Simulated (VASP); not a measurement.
# Cu (Im-3m) in VASP: single point with PBE

Aim: the single point of Cu with PBE.

Everything below comes from runs of VASP 6.6.1. Logs are shortened: lines on timing, memory, paths and dates and some standing lists are left out, and cuts for length are marked.

### 1 The cell of the first run

It takes space group Im-3m (No. 229, cubic). The conventional cell has a = 2.904 Å, b = 2.904 Å, c = 2.904 Å, α = 90.00°, β = 90.00°, γ = 90.00°. Within 3.3 Å of Cu (site symmetry m-3m) lie 14 Cu at 2.51 to 2.90 Å.

This isn't the form of Cu at room conditions, which is fcc.

### 2 Single point, PBE

INCAR reads:

```
PREC = Accurate ; ENCUT = 520
EDIFF = 1E-6 ; ISMEAR = -1
SIGMA = 0.06122561905347299 ; LREAL = F
LASPH = T ; NELM = 60
ALGO = Normal ; ISIF = 2
LWAVE = F ; LCHARG = F
GGA = PE ; NBANDS = 12
```

KPOINTS reads:

```
regular mesh
0
Gamma
  53 53 53
```

POSCAR reads:

```
Cu
1.0
   -1.4520112478      1.4520112478      1.4520112478
    1.4520112478     -1.4520112478      1.4520112478
    1.4520112478      1.4520112478     -1.4520112478
Cu
1
Direct
    0.0000000000      0.0000000000      0.0000000000
```

Potentials or basis: VASP PAW PBE potentials, release 64 (Cu).

Launch:

```
$ cat potpaw_PBE.64/Cu/POTCAR > POTCAR
$ mpirun -np 1 vasp_std > vasp.out
```

OUTCAR:

```text
PREC = Accurate
   ENCUT = 520
   EDIFF = 1E-6
   ISMEAR = -1
   LREAL = F
   LASPH = T
   NELM = 60
   ISIF = 2
   GGA = PE

 ion  position               nearest neighbor table
   1  0.000  0.000  0.000-

  LATTYP: Found a body centered cubic cell.
 ALAT       =     2.9040224956

  Lattice vectors:

 A1 = (  -1.4520112478,   1.4520112478,   1.4520112478)
 A2 = (   1.4520112478,  -1.4520112478,   1.4520112478)
 A3 = (   1.4520112478,   1.4520112478,  -1.4520112478)

Analysis of symmetry for initial positions (statically):
=====================================================================
 Subroutine PRICEL returns:
 Original cell was already a primitive cell.

 Routine SETGRP: Setting up the symmetry group for a
 body centered cubic supercell.

 Subroutine GETGRP returns: Found 48 space group operations
 (whereof 48 operations were pure point group operations)
 out of a pool of 48 trial point group operations.

The static configuration has the point symmetry O_h .

Analysis of symmetry for dynamics (positions and initial velocities):
=====================================================================
 Subroutine PRICEL returns:
 Original cell was already a primitive cell.

 Routine SETGRP: Setting up the symmetry group for a
 body centered cubic supercell.

 Subroutine GETGRP returns: Found 48 space group operations
 (whereof 48 operations were pure point group operations)
 out of a pool of 48 trial point group operations.

The dynamic configuration has the point symmetry O_h .

 Subroutine INISYM returns: Found 48 space group operations
 (whereof 48 operations are pure point group operations),
 and found     1 'primitive' translations

----------------------------------------------------------------------------------------

                                     Primitive cell

  volume of cell :      12.2453

  direct lattice vectors                    reciprocal lattice vectors
    -1.452011248  1.452011248  1.452011248     0.000000000  0.344349950  0.344349950
     1.452011248 -1.452011248  1.452011248     0.344349950  0.000000000  0.344349950
     1.452011248  1.452011248 -1.452011248     0.344349950  0.344349950  0.000000000

  length of vectors
     2.514957254  2.514957254  2.514957254     0.486984369  0.486984369  0.486984369

  position of ions in fractional coordinates (direct lattice)
     0.000000000  0.000000000  0.000000000

  ion indices of the primitive-cell ions
   primitive index   ion index
                 1           1

----------------------------------------------------------------------------------------

 KPOINTS: regular mesh

Automatic generation of k-mesh.
 Grid dimensions read from file:
 generate k-points for:   53   53   53

 Generating k-lattice:

  Cartesian coordinates                     Fractional coordinates (reciprocal lattice)
     0.000000000  0.006497169  0.006497169     0.018867925  0.000000000  0.000000000
     0.006497169  0.000000000  0.006497169     0.000000000  0.018867925  0.000000000
     0.006497169  0.006497169  0.000000000     0.000000000  0.000000000  0.018867925

  Length of vectors
     0.009188384  0.009188384  0.009188384

  Shift w.r.t. Gamma in fractional coordinates (k-lattice)
     0.000000000  0.000000000  0.000000000

 Subroutine IBZKPT returns following result:
 ===========================================

 Found   3654 irreducible k-points:

 Following reciprocal coordinates:
            Coordinates               Weight
  0.000000  0.000000  0.000000      1.000000
  0.018868  0.000000  0.000000     12.000000
  0.037736  0.000000  0.000000     12.000000
  0.056604  0.000000  0.000000     12.000000
  0.075472  0.000000  0.000000     12.000000
  0.094340  0.000000  0.000000     12.000000
[... 16 lines left out ...]
  0.415094  0.000000  0.000000     12.000000
  0.433962  0.000000  0.000000     12.000000
 [... further k-points ...]
   k-points           NKPTS =   3654   k-points in BZ     NKDIM =   3654   number of bands    NBANDS=     12
   number of dos      NEDOS =    301   number of ions     NIONS =      1
   total plane-waves  NPLWV =   8000
   dimension x,y,z NGX =    20 NGY =   20 NGZ =   20
   dimension x,y,z NGXF=    40 NGYF=   40 NGZF=   40
   ions per type =               1
   NGX,Y,Z   is equivalent  to a cutoff of  13.22, 13.22, 13.22 a.u.
   NGXF,Y,Z  is equivalent  to a cutoff of  26.44, 26.44, 26.44 a.u.
 SYSTEM =  unknown system
   PREC   = accura    normal or accurate (medium, high low for compatibility)
   ISTART =      0    job   : 0-new  1-cont  2-samecut
   ICHARG =      2    charge: 1-file 2-atom 10-const
   ISPIN  =      1    spin polarized calculation?
   LNONCOLLINEAR =      F non collinear calculations
   LSORBIT =      F    spin-orbit coupling
   LASPH  =      T    aspherical Exc in radial PAW
   ENCUT  =  520.0 eV  38.22 Ry    6.18 a.u.   4.68  4.68  4.68*2*pi/ulx,y,z
   NELM   =     60;   NELMIN=  2; NELMDL= -5     # of ELM steps
   EDIFF  = 0.1E-05   stopping-criterion for ELM
   LREAL  =      F    real-space projection
   EDIFFG = 0.1E-04   stopping-criterion for IOM
   NSW    =      0    number of steps for IOM
   IBRION =     -1    ionic relax: 0-MD 1-quasi-New 2-CG
   NFREE  =      0    steps in history (QN), initial steepest desc. (CG)
   ISIF   =      2    stress and relaxation
   ISYM   =      2    0-nonsym 1-usesym 2-fastsym
   POTIM  = 0.5000    time-step for ionic-motion
   TEBEG  =    0.0;   TEEND  =   0.0 temperature during run
   PSTRESS=    0.0 pullay stress
   NELECT =      11.0000    total number of electrons
   NUPDOWN=      -1.0000    fix difference up-down
   EMIN   =  10.00;   EMAX   =-10.00  energy-range for DOS
   EFERMI =   0.00;   METHOD = LEGACY
   ISMEAR =    -1;   SIGMA  =   0.06  broadening in eV -4-tet -1-fermi 0-gaus
   EFERMI_NEDOS =   21; number of points for ismear=-14 and -15
   IALGO  =     38    algorithm
   IMIX   =      4    mixing-type and parameters
     AMIX     =   0.40;   BMIX     =  1.00
     AMIX_MAG =   1.60;   BMIX_MAG =  1.00
  volume/ion in A,a.u.               =      12.25        82.64
  Fermi-wavevector in a.u.,A,eV,Ry     =   1.579607  2.985025 33.948694  2.495159
  Thomas-Fermi vector in A             =   2.679961
   LORBIT       =      0    0 simple, 1 ext, 2 COOP (PROOUT), +10 PAW based schemes
   GGA     = PE    functional components
   LHFCALC =     F    Hartree Fock is set to
   AEXX    =    0.0000 exact exchange contribution
   IVDW    =     0    specifies the selected vdW correction
   LEPSILON=     F    determine dielectric tensor
   LRPA    =     F    only Hartree local field effects (RPA)
 non-spin polarized calculation
  energy-cutoff  :      520.00
  volume of cell :       12.25
 maximum number of plane-waves:       366
   NGX =  9   NGY =  9   NGZ =  9

 number of electron      11.0000010 magnetization

 Free energy of the ion-electron system (eV)
  ---------------------------------------------------
  ext. energy  EPLUGINS =         0.00000000
  ---------------------------------------------------
  free energy    TOTEN  =        -3.69354231 eV

  energy without entropy =       -3.68967386  energy(sigma->0) =       -3.69160808

 E-fermi :   7.1444     XC(G=0): -12.5185

 val. band max:        7.1431564755   @ k =   0.4528   0.0566   0.0189
 cond. band min:       7.1464801817   @ k =  -0.3774   0.4340   0.1321
 fundamental gap:      0.0033237062
 Fermi energy:         7.1444084477

 k-point     1 :       0.0000    0.0000    0.0000
  band No.  band energies     occupation
      1      -1.9275      2.00000
      2       4.1554      2.00000
      3       4.1554      2.00000
      4       4.1554      2.00000
      5       5.1141      2.00000
      6       5.1141      2.00000
      7      31.8569      0.00000
      8      31.8569      0.00000
      9      31.8569      0.00000
     10      34.7531      0.00000
     11      34.7531      0.00000
     12      34.7531      0.00000

 k-point     2 :       0.0189    0.0000    0.0000
  band No.  band energies     occupation
      1      -1.9141      2.00000
      2       4.1529      2.00000
      3       4.1553      2.00000
      4       4.1604      2.00000
      5       5.1116      2.00000
      6       5.1143      2.00000
      7      31.6774      0.00000
      8      31.8152      0.00000
      9      31.8221      0.00000
     10      34.4196      0.00000
     11      34.4877      0.00000
     12      34.4892      0.00000

 k-point     3 :       0.0377    0.0000    0.0000
  band No.  band energies     occupation
      1      -1.8739      2.00000
      2       4.1456      2.00000
      3       4.1552      2.00000
      4       4.1754      2.00000
      5       5.1043      2.00000
      6       5.1148      2.00000
      7      31.1689      0.00000
      8      31.6970      0.00000
      9      31.7069      0.00000
     10      33.9392      0.00000
     11      33.9505      0.00000
     12      34.1047      0.00000
[... 286 lines left out ...]
 k-point    23 :       0.4151    0.0000    0.0000
  band No.  band energies     occupation
      1       2.1887      2.00000
      2       3.5303      2.00000
      3       5.0310      2.00000
      4       5.2042      2.00000
      5       5.5541      2.00000
      6       5.6712      2.00000
      7      13.0879      0.00000
      8      24.6627      0.00000
      9      24.6663      0.00000
     10      28.1902      0.00000
     11      30.8335      0.00000
     12      40.1476      0.00000

 k-point    24 :       0.4340    0.0000    0.0000
  band No.  band energies     occupation
      1       2.2492      2.00000
      2       3.5127      2.00000
      3       5.0503      2.00000
      4       5.2082      2.00000
      5       5.7223      2.00000
      6       5.8923      2.00000
      7      12.4673      0.00000
      8      24.5031      0.00000
      9      24.5366      0.00000
     10      28.1395      0.00000
     11      30.8162      0.00000
     12      40.2271      0.00000

 [... further k-points ...]

------------------------ aborting loop because EDIFF is reached ----------------------------------------

  FORCE on cell =-STRESS in cart. coord.  units (eV):
  Direction    XX          YY          ZZ          XY          YZ          ZX
  --------------------------------------------------------------------------------------
  -------------------------------------------------------------------------------------
  Total       -0.1536238     -0.1536238     -0.1536238      0.0000000      0.0000000      0.0000000
  in kB      -20.1001481    -20.1001481    -20.1001481      0.0000000      0.0000000      0.0000000
  external PRESSURE =     -20.1001481 kB  Pullay stress =       0.0000000 kB

 VOLUME and BASIS-vectors are now :
 -----------------------------------------------------------------------------
  energy-cutoff  :      520.00
  volume of cell :       12.25
      direct lattice vectors                 reciprocal lattice vectors
    -1.452011248  1.452011248  1.452011248     0.000000000  0.344349950  0.344349950
     1.452011248 -1.452011248  1.452011248     0.344349950  0.000000000  0.344349950
     1.452011248  1.452011248 -1.452011248     0.344349950  0.344349950  0.000000000

 POSITION                                       TOTAL-FORCE (eV/Angst)
 -----------------------------------------------------------------------------------
      0.00000      0.00000      0.00000        -0.000000     -0.000000      0.000000
 -----------------------------------------------------------------------------------
    total drift:                                0.000000     -0.000000      0.000000

  FREE ENERGIE OF THE ION-ELECTRON SYSTEM (eV)
  ---------------------------------------------------
  free  energy   TOTEN  =        -3.6935423102 eV

  energy  without entropy=       -3.6896738582  energy(sigma->0) =       -3.69160808
```

Run time: 6.6 min. Hardware: 1 thread of Intel Xeon Platinum 8259CL at 2.50GHz (Skylake/Cascade Lake), shared host; peak memory 0.62 GiB.

What came out:

```
Free energy            : -3.6935 eV
Pressure               : -2.0 GPa
Band gap on the k mesh : zero (an odd number of electrons rules out a gap without spin polarisation)
```

Levels at points of the mesh, in eV from the Fermi level:
| k point | band 2 | band 3 | band 4 | band 5 | band 6 | band 7 | band 8 | band 9 | band 10 | band 11 |
| --- | --- | --- | --- | --- | --- | --- | --- | --- | --- | --- |
| (0.00, 0.00, 0.00) | -2.99 | -2.99 | -2.99 | -2.03 | -2.03 | 24.71 | 24.71 | 24.71 | 27.61 | 27.61 |
